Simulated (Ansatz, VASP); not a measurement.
# Two plane-wave programs on As

```
As
1.0
     1.76909    1.02138    4.23619
    -1.76909    1.02138    4.23619
     0.00000   -2.04276    4.23619
As
2
Cartesian
  0.0000 0.0000 0.7333
  0.0000 0.0000 11.9753
```

Alike in both runs: task relaxation of cell and atoms; functional PBE; k mesh 6 × 6 × 6; occupations gaussian, width 0.1 eV; no spin polarisation.

|  | VASP | Ansatz |
| --- | --- | --- |
| version | VASP 6.6.1 | Ansatz 0.2.0 |
| potentials or method | VASP PAW PBE potentials, release 64 (As), cutoff 500 eV | scalar-relativistic, plane waves, PAW |
| valence electrons in the cell | 10 | 30 |

VASP gave:

| Quantity | Value |
| --- | --- |
| gap on the k mesh at the Fermi level, each at its own relaxed structure (eV) | 1.47 |
| relaxed volume (Å³/atom) | 36.07 |
| relaxed cell length with the largest relative difference (Å) | 6.701 |

Q: Which values does Ansatz return?

A: gap on the k mesh at the Fermi level, each at its own relaxed structure (eV): 1.15; relaxed volume (Å³/atom): 32.68; relaxed cell length with the largest relative difference (Å): 6.135.

One of these differences is far larger than is usual between the two programs; its cause wasn't traced. VASP's potentials hold 10 valence electrons a cell and Ansatz's 30, so a difference there can come from the potentials and not from the codes.

Noted on VASP's run: the volume moved by over 15 % at a fixed basis, so the end points are rough.
